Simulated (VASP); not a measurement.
# TiAl3 (I4/mmm) in VASP: further runs, part 2 of 3

VASP 6.6.1.

## (4) Single point, LDA (15.95 Å³/atom)

This run uses another cell than the first one, of 15.95 Å³/atom.

INCAR

```
PREC = Accurate
ENCUT = 520
EDIFF = 1E-7
ISMEAR = 0
SIGMA = 0.15
LREAL = False
LASPH = True
NELM = 100
ALGO = Fast
ISIF = 2
LWAVE = False
LCHARG = True
GGA = CA
LELF = True
LVHAR = True
NBANDS = 18
```

KPOINTS

```
regular mesh
0
Gamma
  16 16 16
```

POSCAR

```
TiAl3
1.0
   -1.9223497458      1.9223497458      4.3158729240
    1.9223497458     -1.9223497458      4.3158729240
    1.9223497458      1.9223497458     -4.3158729240
Ti Al
1 3
Direct
    0.0000000000      0.0000000000      0.0000000000
    0.5000000000      0.5000000000      0.0000000000
    0.7500000000      0.2500000000      0.5000000000
    0.2500000000      0.7500000000      0.5000000000
```

Potentials or basis: VASP PAW LDA potentials, release 64 (Ti_sv, Al).

Run with:

```sh
> cat potpaw_LDA.64/Ti_sv/POTCAR potpaw_LDA.64/Al/POTCAR > POTCAR
> mpirun -np 1 vasp_std > vasp.out
```

OUTCAR:

```text
PREC = Accurate
   ENCUT = 520
   EDIFF = 1E-7
   ISMEAR = 0
   LREAL = False
   LASPH = True
   NELM = 100
   ISIF = 2
   GGA = CA

 ion  position               nearest neighbor table
   1  0.000  0.000  0.000-   2 2.72   2 2.72   2 2.72   2 2.72   4 2.89   3 2.89   4 2.89   4 2.89
                             3 2.89   3 2.89   4 2.89   3 2.89
   2  0.500  0.500  0.000-   1 2.72   1 2.72   1 2.72   1 2.72   4 2.89   3 2.89   4 2.89   3 2.89
                             4 2.89   4 2.89   3 2.89   3 2.89
   3  0.750  0.250  0.500-   4 2.72   4 2.72   4 2.72   4 2.72   2 2.89   1 2.89   2 2.89   1 2.89
                             2 2.89   2 2.89   1 2.89   1 2.89
   4  0.250  0.750  0.500-   3 2.72   3 2.72   3 2.72   3 2.72   2 2.89   1 2.89   2 2.89   2 2.89
                             1 2.89   1 2.89   2 2.89   1 2.89

  LATTYP: Found a body centered tetragonal cell.
 ALAT       =     3.8446994916
 C/A-ratio  =     2.2451028661

  Lattice vectors:

 A1 = (  -1.9223497458,   1.9223497458,   4.3158729240)
 A2 = (   1.9223497458,  -1.9223497458,   4.3158729240)
 A3 = (   1.9223497458,   1.9223497458,  -4.3158729240)

Analysis of symmetry for initial positions (statically):
=====================================================================
 Subroutine PRICEL returns:
 Original cell was already a primitive cell.

 Routine SETGRP: Setting up the symmetry group for a
 body centered tetragonal supercell.

 Subroutine GETGRP returns: Found 16 space group operations
 (whereof 16 operations were pure point group operations)
 out of a pool of 16 trial point group operations.

The static configuration has the point symmetry D_4h.

Analysis of symmetry for dynamics (positions and initial velocities):
=====================================================================
 Subroutine PRICEL returns:
 Original cell was already a primitive cell.

 Routine SETGRP: Setting up the symmetry group for a
 body centered tetragonal supercell.

 Subroutine GETGRP returns: Found 16 space group operations
 (whereof 16 operations were pure point group operations)
 out of a pool of 16 trial point group operations.

The dynamic configuration has the point symmetry D_4h.

 Subroutine INISYM returns: Found 16 space group operations
 (whereof 16 operations are pure point group operations),
 and found     1 'primitive' translations

----------------------------------------------------------------------------------------

                                     Primitive cell

  volume of cell :      63.7960

  direct lattice vectors                    reciprocal lattice vectors
    -1.922349746  1.922349746  4.315872924     0.000000000  0.260098352  0.115851418
     1.922349746 -1.922349746  4.315872924     0.260098352  0.000000000  0.115851418
     1.922349746  1.922349746 -4.315872924     0.260098352  0.260098352  0.000000000

  length of vectors
     5.100746630  5.100746630  5.100746630     0.284732688  0.284732688  0.367834616

  position of ions in fractional coordinates (direct lattice)
     0.000000000  0.000000000  0.000000000
     0.500000000  0.500000000  0.000000000
     0.750000000  0.250000000  0.500000000
     0.250000000  0.750000000  0.500000000

  ion indices of the primitive-cell ions
   primitive index   ion index
[... 25 lines left out ...]

 Subroutine IBZKPT returns following result:
 ===========================================

 Found    349 irreducible k-points:

 Following reciprocal coordinates:
            Coordinates               Weight
  0.000000  0.000000  0.000000      1.000000
  0.062500  0.000000  0.000000      8.000000
  0.125000  0.000000  0.000000      8.000000
  0.187500  0.000000  0.000000      8.000000
  0.250000  0.000000  0.000000      8.000000
  0.312500  0.000000  0.000000      8.000000
[... 16 lines left out ...]
 -0.125000  0.062500  0.000000     16.000000
 -0.062500  0.062500  0.000000      4.000000
 [... further k-points ...]
   k-points           NKPTS =    349   k-points in BZ     NKDIM =    349   number of bands    NBANDS=     18
   number of dos      NEDOS =    301   number of ions     NIONS =      4
   total plane-waves  NPLWV =  64000
   dimension x,y,z NGX =    40 NGY =   40 NGZ =   40
   dimension x,y,z NGXF=    80 NGYF=   80 NGZF=   80
   ions per type =               1   3
   NGX,Y,Z   is equivalent  to a cutoff of  13.04, 13.04, 13.04 a.u.
   NGXF,Y,Z  is equivalent  to a cutoff of  26.07, 26.07, 26.07 a.u.
 SYSTEM =  unknown system
   PREC   = accura    normal or accurate (medium, high low for compatibility)
   ISTART =      0    job   : 0-new  1-cont  2-samecut
   ICHARG =      2    charge: 1-file 2-atom 10-const
   ISPIN  =      1    spin polarized calculation?
   LNONCOLLINEAR =      F non collinear calculations
   LSORBIT =      F    spin-orbit coupling
   LASPH  =      T    aspherical Exc in radial PAW
   ENCUT  =  520.0 eV  38.22 Ry    6.18 a.u.   9.48  9.48  9.48*2*pi/ulx,y,z
   NELM   =    100;   NELMIN=  2; NELMDL= -5     # of ELM steps
   EDIFF  = 0.1E-06   stopping-criterion for ELM
   LREAL  =      F    real-space projection
   EDIFFG = 0.1E-05   stopping-criterion for IOM
   NSW    =      0    number of steps for IOM
   IBRION =     -1    ionic relax: 0-MD 1-quasi-New 2-CG
   NFREE  =      0    steps in history (QN), initial steepest desc. (CG)
   ISIF   =      2    stress and relaxation
   ISYM   =      2    0-nonsym 1-usesym 2-fastsym
   POTIM  = 0.5000    time-step for ionic-motion
   TEBEG  =    0.0;   TEEND  =   0.0 temperature during run
   PSTRESS=    0.0 pullay stress
   NELECT =      21.0000    total number of electrons
   NUPDOWN=      -1.0000    fix difference up-down
   EMIN   =  10.00;   EMAX   =-10.00  energy-range for DOS
   EFERMI =   0.00;   METHOD = LEGACY
   ISMEAR =     0;   SIGMA  =   0.15  broadening in eV -4-tet -1-fermi 0-gaus
   EFERMI_NEDOS =   21; number of points for ismear=-14 and -15
   IALGO  =     68    algorithm
   IMIX   =      4    mixing-type and parameters
     AMIX     =   0.40;   BMIX     =  1.00
     AMIX_MAG =   1.60;   BMIX_MAG =  1.00
  volume/ion in A,a.u.               =      15.95       107.63
  Fermi-wavevector in a.u.,A,eV,Ry     =   1.130360  2.136071 17.384351  1.277714
  Thomas-Fermi vector in A             =   2.267056
   LORBIT       =      0    0 simple, 1 ext, 2 COOP (PROOUT), +10 PAW based schemes
   GGA     = CA    functional components
   LHFCALC =     F    Hartree Fock is set to
   AEXX    =    0.0000 exact exchange contribution
   IVDW    =     0    specifies the selected vdW correction
   LEPSILON=     F    determine dielectric tensor
   LRPA    =     F    only Hartree local field effects (RPA)
 non-spin polarized calculation
 RMM-DIIS sequential band-by-band and
 Gauss-broadening in eV      SIGMA  =   0.15
  energy-cutoff  :      520.00
  volume of cell :       63.80
 maximum number of plane-waves:      1752
 NGX is ok and might be reduce to    40
   NGX = 19   NGY = 19   NGZ = 19

 number of electron      21.0000000 magnetization

 Free energy of the ion-electron system (eV)
  ---------------------------------------------------
  ext. energy  EPLUGINS =         0.00000000
  ---------------------------------------------------
  free energy    TOTEN  =       -22.75047978 eV

  energy without entropy =      -22.73075454  energy(sigma->0) =      -22.74061716

 E-fermi :   7.9346     XC(G=0): -10.9047

 val. band max:        7.9315763093   @ k =  -0.0625   0.1250   0.0625
 cond. band min:       7.9368467777   @ k =   0.3750   0.1875   0.0000
 fundamental gap:      0.0052704684
 Fermi energy:         7.9346435209

 k-point     1 :       0.0000    0.0000    0.0000
  band No.  band energies     occupation
      1     -47.8601      2.00000
      2     -24.5600      2.00000
      3     -24.5600      2.00000
      4     -24.4813      2.00000
      5      -2.0363      2.00000
      6       5.0632      2.00000
[... 481 lines left out ...]
      5      -1.9558      2.00000
      6       5.1314      2.00000
[... 10 lines left out ...]
     17      11.7902      0.00000
     18      12.0807      0.00000

 [... further k-points ...]
[... 5 lines left out ...]
  --------------------------------------------------------------------------------------
  -------------------------------------------------------------------------------------
  Total       -2.1399346     -2.1399346     -2.0501929      0.0000000      0.0000000      0.0000000
  in kB      -53.7424715    -53.7424715    -51.4886912      0.0000000      0.0000000      0.0000000
  external PRESSURE =     -52.9912114 kB  Pullay stress =       0.0000000 kB

 VOLUME and BASIS-vectors are now :
 -----------------------------------------------------------------------------
  energy-cutoff  :      520.00
  volume of cell :       63.80
      direct lattice vectors                 reciprocal lattice vectors
    -1.922349746  1.922349746  4.315872924     0.000000000  0.260098352  0.115851418
     1.922349746 -1.922349746  4.315872924     0.260098352  0.000000000  0.115851418
     1.922349746  1.922349746 -4.315872924     0.260098352  0.260098352  0.000000000

 POSITION                                       TOTAL-FORCE (eV/Angst)
 -----------------------------------------------------------------------------------
      0.00000      0.00000      0.00000         0.000000      0.000000      0.000000
      0.00000      0.00000      4.31587         0.000000      0.000000      0.000000
      0.00000      1.92235      2.15794        -0.000000     -0.000000     -0.000000
      1.92235      0.00000      2.15794        -0.000000     -0.000000     -0.000000
 -----------------------------------------------------------------------------------
    total drift:                               -0.000000     -0.000000     -0.000000

  FREE ENERGIE OF THE ION-ELECTRON SYSTEM (eV)
  ---------------------------------------------------
  free  energy   TOTEN  =       -22.7504797785 eV

  energy  without entropy=      -22.7307545369  energy(sigma->0) =      -22.74061716
```

stdout:

```text
POSCAR found type information on POSCAR TiAl
 POSCAR found :  2 types and       4 ions
 scaLAPACK will be used
[... 55 lines left out ...]
 num prob  num prob  num prob  num prob  num prob  num prob  num prob  num prob  num prob  num prob  num prob  num prob  num prob  num prob  num prob  num prob  num prob  num prob  num prob WARNING in EDDRMM: call to ZHEGV failed, returncode =   6  3     14
 num prob  num prob  num prob  num prob  num prob WARNING in EDDRMM: call to ZHEGV failed, returncode =   6  3      5
 num prob  num prob  num prob  num prob RMM:  36    -0.227504791413E+02   -0.14414E-06   -0.18014E-06 11242   0.243E-03    0.420E-03
 num prob  num p
```

Run time: 32 min. Hardware: 1 thread of Intel Xeon Platinum 8259CL at 2.50GHz (Skylake/Cascade Lake), shared host; peak memory 0.5 GiB.

Results:

```yaml
Free_energy: -22.7505 eV
Pressure: -5.3 GPa
Band_gap_on_the_k_mesh: zero (an odd number of electrons rules out a gap without spin polarisation)
```

Caveat: the cell stands under tension.

## (5) Single point, LDA (16.76 Å³/atom)

This run uses another cell than the first one, of 16.76 Å³/atom.

INCAR

```
PREC = Accurate
ENCUT = 520
EDIFF = 1E-6
ISMEAR = 0
SIGMA = 0.15
LREAL = False
LASPH = True
NELM = 80
ALGO = Fast
ISIF = 2
LWAVE = False
LCHARG = False
GGA = CA
NBANDS = 18
```

KPOINTS is that of step 4.

POSCAR

```
TiAl3
1.0
   -2.0072209736      2.0072209736      4.1591625795
    2.0072209736     -2.0072209736      4.1591625795
    2.0072209736      2.0072209736     -4.1591625795
Ti Al
1 3
Direct
    0.0000000000      0.0000000000      0.0000000000
    0.5000000000      0.5000000000      0.0000000000
    0.7500000000      0.2500000000      0.5000000000
    0.2500000000      0.7500000000      0.5000000000
```

Potentials or basis: VASP PAW LDA potentials, release 64 (Ti_sv, Al).

Run with:

```sh
> cat potpaw_LDA.64/Ti_sv/POTCAR potpaw_LDA.64/Al/POTCAR > POTCAR
> mpirun -np 1 vasp_std > vasp.out
```

OUTCAR:

```text
PREC = Accurate
   ENCUT = 520
   EDIFF = 1E-6
   ISMEAR = 0
   LREAL = False
   LASPH = True
   NELM = 80
   ISIF = 2
   GGA = CA

 ion  position               nearest neighbor table
   1  0.000  0.000  0.000-   2 2.84   2 2.84   2 2.84   2 2.84   4 2.89   3 2.89   4 2.89   4 2.89
                             3 2.89   3 2.89   4 2.89   3 2.89
   2  0.500  0.500  0.000-   1 2.84   1 2.84   1 2.84   1 2.84   4 2.89   3 2.89   4 2.89   3 2.89
                             4 2.89   4 2.89   3 2.89   3 2.89
   3  0.750  0.250  0.500-   4 2.84   4 2.84   4 2.84   4 2.84   2 2.89   1 2.89   2 2.89   1 2.89
[... 712 lines left out ...]
  -------------------------------------------------------------------------------------
  Total       -5.5023543     -5.5023543     -0.6872702      0.0000000      0.0000000      0.0000000
  in kB     -131.5233524   -131.5233524    -16.4278915      0.0000000      0.0000000      0.0000000
  external PRESSURE =     -93.1581987 kB  Pullay stress =       0.0000000 kB

 VOLUME and BASIS-vectors are now :
 -----------------------------------------------------------------------------
  energy-cutoff  :      520.00
  volume of cell :       67.03
      direct lattice vectors                 reciprocal lattice vectors
    -2.007220974  2.007220974  4.159162580     0.000000000  0.249100625  0.120216508
     2.007220974 -2.007220974  4.159162580     0.249100625  0.000000000  0.120216508
     2.007220974  2.007220974 -4.159162580     0.249100625  0.249100625  0.000000000

 POSITION                                       TOTAL-FORCE (eV/Angst)
 -----------------------------------------------------------------------------------
      0.00000      0.00000      0.00000         0.000000     -0.000000     -0.000000
      0.00000      0.00000      4.15916         0.000000     -0.000000     -0.000000
      0.00000      2.00722      2.07958        -0.000000      0.000000     -0.000000
      2.00722      0.00000      2.07958         0.000000     -0.000000      0.000000
 -----------------------------------------------------------------------------------
    total drift:                               -0.000000     -0.000000      0.000000

  FREE ENERGIE OF THE ION-ELECTRON SYSTEM (eV)
  ---------------------------------------------------
  free  energy   TOTEN  =       -22.4613732856 eV

  energy  without entropy=      -22.4338421345  energy(sigma->0) =      -22.44760771
```

stdout:

```text
POSCAR found type information on POSCAR TiAl
 POSCAR found :  2 types and       4 ions
 scaLAPACK will be used
 LDA part: xc-table for (Slater(with rela. corr.)+CA(PZ))
 , standard interpolation
 POSCAR, INCAR and KPOINTS ok, starting setup
 FFT: planning ... GRIDC
 FFT: planning ... GRID_SOFT
 FFT: planning ... GRID
 WAVECAR not read
 entering main loop
WARNING in EDDRMM: call to ZHEGV failed, returncode =   8  4     12
WARNING in EDDRMM: call to ZHEGV failed, returncode =   8  4     10
WARNING in EDDRMM: call to ZHEGV failed, returncode =   8  4     15
WARNING in EDDRMM: call to ZHEGV failed, returncode =   8  4     16
WARNING in EDDRMM: call to ZHEGV failed, returncode =   8  4     12
WARNING in EDDRMM: call to ZHEGV failed, returncode =   6  3      8
WARNING in EDDRMM: call to ZHEGV failed, returncode =   6  3     13
WARNING in EDDRMM: call to ZHEGV failed, returncode =   6  3     10
WARNING in EDDRMM: call to ZHEGV failed, returncode =   6  3      9
WARNING in EDDRMM: call to ZHEGV failed, returncode =   6  3     16
```

Wall time 22 min (1 thread of Intel Xeon Platinum 8259CL at 2.50GHz (Skylake/Cascade Lake), shared host); peak memory 0.51 GiB.

Results:

| Quantity | Value |
| --- | --- |
| Free energy | -22.4614 eV |
| Pressure | -9.3 GPa |
| Band gap on the k mesh | zero (an odd number of electrons rules out a gap without spin polarisation) |

Caveat: the cell stands under tension.

(Part 2 of 3 ends here.)
